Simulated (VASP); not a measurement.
**TiAl: single point with LDA**

The system is TiAl.

```
Ti Al
1.0
     2.72866    0.00000    0.00000
     0.00000    2.72866    0.00000
     0.00000    0.00000    3.60374
Ti Al
1 1
Direct
  0.00000 0.00000 0.00000
  0.50000 0.50000 0.50000
```

```
Program                : VASP 6.6.1
Task                   : single point
Functional             : LDA
Potentials or basis    : VASP PAW LDA potentials, release 64 (Ti_sv, Al)
Cutoff                 : 520 eV
k mesh                 : 16 × 16 × 16
Occupations            : gaussian, width 0.15 eV
Spin                   : no spin polarisation
Dipole correction      : no
Further INCAR settings : ALGO = Fast; EDIFF = 1e-07; NBANDS = 14
```

```yaml
Pressure: 21.3 GPa
Band_gap_on_the_k_mesh: zero (an odd number of electrons rules out a gap without spin polarisation)
```

Stress tensor (GPa, compression positive):
```
19.26  0.00  0.00
 0.00 19.26  0.00
 0.00  0.00 25.44
```

Levels at points of the mesh, in eV from the Fermi level:
| k point | band 4 | band 5 | band 6 | band 7 | band 8 | band 9 | band 10 | band 11 | band 12 | band 13 |
| --- | --- | --- | --- | --- | --- | --- | --- | --- | --- | --- |
| (0.00, 0.00, 0.00) | -31.84 | -9.79 | -2.14 | -1.22 | 1.08 | 2.43 | 2.43 | 3.67 | 8.73 | 8.73 |
| (0.50, 0.00, 0.00) | -31.77 | -5.17 | -4.85 | -1.69 | -0.37 | 1.68 | 2.89 | 5.32 | 6.34 | 6.78 |
| (0.50, 0.50, 0.00) | -32.18 | -4.11 | -0.95 | -0.64 | -0.64 | -0.28 | -0.28 | 4.92 | 6.78 | 7.29 |
| (0.00, 0.00, 0.50) | -31.83 | -7.62 | -5.54 | -0.85 | 1.42 | 1.74 | 1.74 | 3.72 | 7.86 | 11.02 |
| (0.50, 0.00, 0.50) | -31.77 | -5.53 | -2.92 | -1.33 | -1.06 | 1.79 | 2.16 | 2.36 | 5.56 | 6.71 |
| (0.50, 0.50, 0.50) | -32.23 | -3.27 | -3.02 | -3.02 | 2.50 | 2.84 | 2.97 | 4.76 | 4.76 | 4.93 |

Run time: 5.8 min on 1 thread of Intel Xeon 8259CL, with other jobs on the host, peak memory 0.26 GiB.

Caveat: the cell stands under pressure.
